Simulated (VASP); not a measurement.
A run of VASP 6.6.1:

INCAR

```
PREC = Accurate
ENCUT = 520
EDIFF = 1E-6
ISMEAR = -1
SIGMA = 0.02
LREAL = F
LASPH = T
NELM = 60
ALGO = Normal
ISIF = 2
LWAVE = F
LCHARG = F
GGA = PE
NBANDS = 14
```

File KPOINTS:

```
Automatic mesh
0
Gamma
  8 8 8
```

The input POSCAR:

```
NaCl
1.0
    3.4993305656      0.0000000000      0.0000000000
    0.0000000000      3.4993305656      0.0000000000
    0.0000000000      0.0000000000      3.4595457890
Na Cl
1 1
Direct
    0.0000000000      0.0000000000      0.0000000000
    0.5000000000      0.5000000000      0.5000000000
```

Potentials or basis: VASP PAW PBE potentials, release 64 (Na_pv, Cl).

The run is started by

```console
$ cat potpaw_PBE.64/Na_pv/POTCAR potpaw_PBE.64/Cl/POTCAR > POTCAR
$ mpirun -np 1 vasp_std > vasp.out
```

Hardware: 1 thread of Intel(R) Xeon(R) 6975P-C (Granite Rapids), on a shared host.

**Question.** Estimate the wall time of this run.

**Answer.** Wall time 20 s on 1 thread of Intel(R) Xeon(R) 6975P-C (Granite Rapids) (shared host), peak memory 0.17 GiB. Counts: scf iterations 12, k points 75.
